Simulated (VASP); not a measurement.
# Sb (R-3m) in VASP: a series of runs

The runs below take Sb through single point, relaxation of cell and atoms, relaxation of shape and atoms at fixed volume, with r2SCAN, PBE+D3(BJ).

Everything below comes from runs of VASP 6.6.1. Logs are shortened: lines on timing, memory, paths and dates and some standing lists are left out, and cuts for length are marked.

### Step 1. The cell of the first run

Symmetry: R-3m, No. 166, trigonal system. The conventional cell has a = 4.323 Å, b = 4.323 Å, c = 11.039 Å, α = 90.00°, β = 90.00°, γ = 120.00°. Within 3.9 Å of Sb (site symmetry 3m) lie 6 Sb at 2.93 to 3.29 Å.

### Step 2. Single point, r2SCAN

Contents of POSCAR:

```
Sb
1.0
    2.1616083304      1.2480051515      3.6796745313
   -2.1616083304      1.2480051515      3.6796745313
    0.0000000000     -2.4960103029      3.6796745313
Sb
2
Direct
    0.2361487230      0.2361487230      0.2361487230
    0.7638512770      0.7638512770      0.7638512770
```

Contents of INCAR.step1:

```
SYSTEM = Sb
ALGO     = Normal         ! electronic algorithm
EDIFF    = 1E-4           ! SCF threshold, eV
ENCUT    = 520            ! plane-wave cutoff, eV
GGA      = PE             ! functional
ISMEAR   = 0              ! smearing method
LASPH    = .TRUE.         ! aspherical terms in the spheres
LCHARG   = .FALSE.        ! write CHGCAR
LREAL    = .FALSE.        ! projectors in reciprocal space
LWAVE    = .TRUE.         ! write WAVECAR
NBANDS   = 12             ! bands
NELM     = 80             ! most SCF steps
PREC     = Accurate       ! precision mode
SIGMA    = 0.1            ! smearing width, eV
```

Contents of INCAR.step2:

```
SYSTEM = Sb
ALGO     = Normal         ! electronic algorithm
EDIFF    = 1E-6           ! SCF threshold, eV
ENCUT    = 520            ! plane-wave cutoff, eV
ISIF     = 2              ! what is computed and relaxed
ISMEAR   = 0              ! smearing method
ISTART   = 1            
LASPH    = .TRUE.         ! aspherical terms in the spheres
LCHARG   = .TRUE.         ! write CHGCAR
LELF     = .TRUE.         ! ELF
LMIXTAU  = .TRUE.       
LREAL    = .FALSE.        ! projectors in reciprocal space
LVHAR    = .TRUE.       
LWAVE    = .FALSE.        ! write WAVECAR
METAGGA  = R2SCAN         ! meta-GGA
NBANDS   = 12             ! bands
NELM     = 80             ! most SCF steps
PREC     = Accurate       ! precision mode
SIGMA    = 0.1            ! smearing width, eV
```

Contents of KPOINTS:

```
k-points
0
G
  12 12 12
  0 0 0
```

Potentials or basis: VASP PAW PBE potentials, release 64 (Sb).

Started as:

```
> cat potpaw_PBE.64/Sb/POTCAR > POTCAR
> cp INCAR.step1 INCAR
> mpirun -np 1 vasp_std > vasp.out
> cp INCAR.step2 INCAR
> mpirun -np 1 vasp_std > vasp.out
```

OUTCAR:

```text
SYSTEM = Sb
   EDIFF = 1E-6
   ENCUT = 520
   ISIF = 2
   ISMEAR = 0
   ISTART = 1
   LASPH = .TRUE.
   LREAL = .FALSE.
   METAGGA = R2SCAN
   NELM = 80
   PREC = Accurate

 ion  position               nearest neighbor table
   1  0.236  0.236  0.236-   2 2.93   2 2.93   2 2.93   2 3.29   2 3.29   2 3.29
   2  0.764  0.764  0.764-   1 2.93   1 2.93   1 2.93   1 3.29   1 3.29   1 3.29

  LATTYP: Found a trigonal (rhomboedric) cell.
 ALAT       =     4.4463549216
 COS(alpha) =     0.5273107196

  Lattice vectors:

 A1 = (   2.1616083304,   1.2480051515,   3.6796745313)
 A2 = (  -2.1616083304,   1.2480051515,   3.6796745313)
 A3 = (   0.0000000000,  -2.4960103029,   3.6796745313)

Analysis of symmetry for initial positions (statically):
=====================================================================
 Subroutine PRICEL returns:
 Original cell was already a primitive cell.

 Routine SETGRP: Setting up the symmetry group for a
 trigonal (rhombohedral) supercell.

 Subroutine GETGRP returns: Found 12 space group operations
 (whereof 12 operations were pure point group operations)
 out of a pool of 12 trial point group operations.

The static configuration has the point symmetry D_3d.

Analysis of symmetry for dynamics (positions and initial velocities):
=====================================================================
 Subroutine PRICEL returns:
 Original cell was already a primitive cell.

 Routine SETGRP: Setting up the symmetry group for a
 trigonal (rhombohedral) supercell.

 Subroutine GETGRP returns: Found 12 space group operations
 (whereof 12 operations were pure point group operations)
 out of a pool of 12 trial point group operations.

The dynamic configuration has the point symmetry D_3d.

 Subroutine INISYM returns: Found 12 space group operations
 (whereof 12 operations are pure point group operations),
 and found     1 'primitive' translations

----------------------------------------------------------------------------------------

                                     Primitive cell

  volume of cell :      59.5599

  direct lattice vectors                    reciprocal lattice vectors
     2.161608330  1.248005151  3.679674531     0.231309249  0.133546457  0.090587722
    -2.161608330  1.248005151  3.679674531    -0.231309249  0.133546457  0.090587722
     0.000000000 -2.496010303  3.679674531     0.000000000 -0.267092915  0.090587722

  length of vectors
     4.446354922  4.446354922  4.446354922     0.282036807  0.282036807  0.282036807

  position of ions in fractional coordinates (direct lattice)
     0.236148723  0.236148723  0.236148723
     0.763851277  0.763851277  0.763851277

  ion indices of the primitive-cell ions
   primitive index   ion index
                 1           1
                 2           2

----------------------------------------------------------------------------------------

 KPOINTS: k-points

Automatic generation of k-mesh.
 Grid dimensions read from file:
 generate k-points for:   12   12   12

 Generating k-lattice:

  Cartesian coordinates                     Fractional coordinates (reciprocal lattice)
     0.019275771  0.011128871  0.007548977     0.083333333 -0.000000000  0.000000000
    -0.019275771  0.011128871  0.007548977    -0.000000000  0.083333333  0.000000000
     0.000000000 -0.022257743  0.007548977     0.000000000  0.000000000  0.083333333

  Length of vectors
     0.023503067  0.023503067  0.023503067

  Shift w.r.t. Gamma in fractional coordinates (k-lattice)
     0.000000000  0.000000000  0.000000000

 Subroutine IBZKPT returns following result:
 ===========================================

 Found    189 irreducible k-points:

 Following reciprocal coordinates:
            Coordinates               Weight
  0.000000  0.000000  0.000000      1.000000
  0.083333  0.000000  0.000000      6.000000
  0.166667  0.000000  0.000000      6.000000
  0.250000  0.000000  0.000000      6.000000
  0.333333  0.000000  0.000000      6.000000
  0.416667  0.000000  0.000000      6.000000
[... 16 lines left out ...]
  0.500000  0.166667  0.000000     12.000000
 -0.416667  0.166667 -0.000000     12.000000
 [... further k-points ...]
   k-points           NKPTS =    189   k-points in BZ     NKDIM =    189   number of bands    NBANDS=     12
   number of dos      NEDOS =    301   number of ions     NIONS =      2
   total plane-waves  NPLWV =  46656
   dimension x,y,z NGX =    36 NGY =   36 NGZ =   36
   dimension x,y,z NGXF=    72 NGYF=   72 NGZF=   72
   ions per type =               2
   NGX,Y,Z   is equivalent  to a cutoff of  13.46, 13.46, 13.46 a.u.
   NGXF,Y,Z  is equivalent  to a cutoff of  26.92, 26.92, 26.92 a.u.
 SYSTEM =  Sb
   PREC   = accura    normal or accurate (medium, high low for compatibility)
   ISTART =      1    job   : 0-new  1-cont  2-samecut
   ICHARG =      0    charge: 1-file 2-atom 10-const
   ISPIN  =      1    spin polarized calculation?
   LNONCOLLINEAR =      F non collinear calculations
   LSORBIT =      F    spin-orbit coupling
   LASPH  =      T    aspherical Exc in radial PAW
   ENCUT  =  520.0 eV  38.22 Ry    6.18 a.u.   8.27  8.27  8.27*2*pi/ulx,y,z
   NELM   =     80;   NELMIN=  2; NELMDL=  0     # of ELM steps
   EDIFF  = 0.1E-05   stopping-criterion for ELM
   LREAL  =      F    real-space projection
   EDIFFG = 0.1E-04   stopping-criterion for IOM
   NSW    =      0    number of steps for IOM
   IBRION =     -1    ionic relax: 0-MD 1-quasi-New 2-CG
   NFREE  =      0    steps in history (QN), initial steepest desc. (CG)
   ISIF   =      2    stress and relaxation
   ISYM   =      2    0-nonsym 1-usesym 2-fastsym
   POTIM  = 0.5000    time-step for ionic-motion
   TEBEG  =    0.0;   TEEND  =   0.0 temperature during run
   PSTRESS=    0.0 pullay stress
   NELECT =      10.0000    total number of electrons
   NUPDOWN=      -1.0000    fix difference up-down
   EMIN   =  10.00;   EMAX   =-10.00  energy-range for DOS
   EFERMI =   0.00;   METHOD = LEGACY
   ISMEAR =     0;   SIGMA  =   0.10  broadening in eV -4-tet -1-fermi 0-gaus
   EFERMI_NEDOS =   21; number of points for ismear=-14 and -15
   IALGO  =     38    algorithm
   IMIX   =      4    mixing-type and parameters
     AMIX     =   0.40;   BMIX     =  1.00
     AMIX_MAG =   1.60;   BMIX_MAG =  1.00
  volume/ion in A,a.u.               =      29.78       200.97
  Fermi-wavevector in a.u.,A,eV,Ry     =   0.903144  1.706694 11.097842  0.815668
  Thomas-Fermi vector in A             =   2.026433
   LORBIT       =      0    0 simple, 1 ext, 2 COOP (PROOUT), +10 PAW based schemes
   METAGGA = R2SCAN    functional components
   LHFCALC =     F    Hartree Fock is set to
   AEXX    =    0.0000 exact exchange contribution
   IVDW    =     0    specifies the selected vdW correction
   LEPSILON=     F    determine dielectric tensor
   LRPA    =     F    only Hartree local field effects (RPA)
 non-spin polarized calculation
 Gauss-broadening in eV      SIGMA  =   0.10
  energy-cutoff  :      520.00
  volume of cell :       59.56
 maximum number of plane-waves:      1618
 NGX is ok and might be reduce to    36
   NGX = 17   NGY = 17   NGZ = 17

 number of electron      10.0000000 magnetization

 Free energy of the ion-electron system (eV)
  ---------------------------------------------------
  ext. energy  EPLUGINS =         0.00000000
  ---------------------------------------------------
  free energy    TOTEN  =       -51.37141660 eV

  energy without entropy =      -51.37056409  energy(sigma->0) =      -51.37099034

 E-fermi :   7.3738     XC(G=0): -10.0755

 val. band max:        7.3722979998   @ k =   0.5000   0.0000   0.0000
 cond. band min:       7.4504412928   @ k =   0.4167   0.3333   0.3333
 fundamental gap:      0.0781432930
 Fermi energy:         7.3737999271

 k-point     1 :       0.0000    0.0000    0.0000
  band No.  band energies     occupation
      1      -5.9864      2.00000
      2       2.7135      2.00000
      3       5.1941      2.00000
      4       5.3365      2.00000
      5       5.3365      2.00000
      6       9.8197      0.00000
      7      10.3245      0.00000
      8      10.3245      0.00000
      9      12.6498      0.00000
     10      12.6498      0.00000
     11      12.8518      0.00000
     12      14.5328      0.00000

 k-point     2 :       0.0833    0.0000    0.0000
  band No.  band energies     occupation
      1      -5.9051      2.00000
      2       2.2570      2.00000
      3       5.2197      2.00000
      4       5.3298      2.00000
      5       5.5931      2.00000
      6       9.7190      0.00000
      7      10.0812      0.00000
      8      10.1153      0.00000
      9      12.3853      0.00000
     10      12.6783      0.00000
     11      12.7197      0.00000
     12      15.0104      0.00000

 k-point     3 :       0.1667    0.0000    0.0000
  band No.  band energies     occupation
      1      -5.6619      2.00000
      2       1.2716      2.00000
      3       5.2484      2.00000
      4       5.3192      2.00000
      5       6.0565      2.00000
      6       9.3333      0.00000
      7       9.4862      0.00000
      8       9.5998      0.00000
      9      12.2684      0.00000
     10      12.8247      0.00000
     11      13.0022      0.00000
     12      16.1650      0.00000
[... 286 lines left out ...]
 k-point    23 :       0.5000    0.1667    0.0000
  band No.  band energies     occupation
      1      -3.5800      2.00000
      2      -2.1939      2.00000
      3       3.6813      2.00000
      4       4.7158      2.00000
      5       5.3238      2.00000
      6       8.9028      0.00000
      7       9.3110      0.00000
      8      10.3322      0.00000
      9      13.2414      0.00000
     10      16.0289      0.00000
     11      16.8374      0.00000
     12      17.1169      0.00000

 k-point    24 :      -0.4167    0.1667   -0.0000
  band No.  band energies     occupation
      1      -3.2787      2.00000
      2      -2.5599      2.00000
      3       3.4584      2.00000
      4       5.0635      2.00000
      5       5.5970      2.00000
      6       8.3464      0.00000
      7       8.9184      0.00000
      8      10.6917      0.00000
      9      14.4343      0.00000
     10      14.8676      0.00000
     11      15.4971      0.00000
     12      18.2974      0.00000

 [... further k-points ...]

------------------------ aborting loop because EDIFF is reached ----------------------------------------

  FORCE on cell =-STRESS in cart. coord.  units (eV):
  Direction    XX          YY          ZZ          XY          YZ          ZX
  --------------------------------------------------------------------------------------
  -------------------------------------------------------------------------------------
  Total        0.5990027      0.5990027      0.6981838      0.0000000      0.0000000      0.0000000
  in kB       16.1133295     16.1133295     18.7813282      0.0000000      0.0000000      0.0000000
  external PRESSURE =      17.0026624 kB  Pullay stress =       0.0000000 kB

 VOLUME and BASIS-vectors are now :
 -----------------------------------------------------------------------------
  energy-cutoff  :      520.00
  volume of cell :       59.56
      direct lattice vectors                 reciprocal lattice vectors
     2.161608330  1.248005151  3.679674531     0.231309249  0.133546457  0.090587722
    -2.161608330  1.248005151  3.679674531    -0.231309249  0.133546457  0.090587722
     0.000000000 -2.496010303  3.679674531     0.000000000 -0.267092915  0.090587722

 POSITION                                       TOTAL-FORCE (eV/Angst)
 -----------------------------------------------------------------------------------
      0.00000      0.00000      2.60685         0.000000     -0.000000     -0.102503
      0.00000      0.00000      8.43217         0.000000      0.000000      0.102503
 -----------------------------------------------------------------------------------
    total drift:                                0.000000     -0.000000      0.000000

  FREE ENERGIE OF THE ION-ELECTRON SYSTEM (eV)
  ---------------------------------------------------
  free  energy   TOTEN  =       -51.3714165978 eV

  energy  without entropy=      -51.3705640913  energy(sigma->0) =      -51.37099034
```

Wall time 3.4 min (1 thread of Intel Xeon 6975P-C (Granite Rapids), shared host); peak memory 0.28 GiB.

Results:

```yaml
Free_energy: -51.3714 eV
Pressure: 1.7 GPa
Largest_force: 0.103 eV/Å
Band_gap_on_the_k_mesh: zero (bands 5 and 6 overlap by 0.29 eV)
```

Forces on the atoms (eV/Å):
```
Sb   0.000  0.000 -0.103
Sb   0.000  0.000  0.103
```

Stress tensor (GPa, compression positive):
```
1.61 0.00 0.00
0.00 1.61 0.00
0.00 0.00 1.88
```

Levels at points of the mesh, in eV from the Fermi level:
```
           k point  band 2  band 3  band 4  band 5  band 6  band 7  band 8  band 9
(0.00, 0.00, 0.00)   -4.66   -2.18   -2.04   -2.04    2.45    2.95    2.95    5.28
(0.50, 0.00, 0.00)  -10.16   -1.94   -1.75   -0.39    0.00    0.27    0.40    8.45
(0.50, 0.50, 0.00)   -8.18   -5.85   -4.04   -4.00    1.84    5.33    5.81    7.57
(0.50, 0.50, 0.50)   -9.55   -1.41   -1.41   -0.29   -0.11   -0.11    1.11    7.87
```

Caveat: the PAW data sets were made with another functional, which shifts forces and pressure a little; spin-orbit coupling is left out, which moves the levels of the heavy elements.

(Continued in part 2 of 2.)
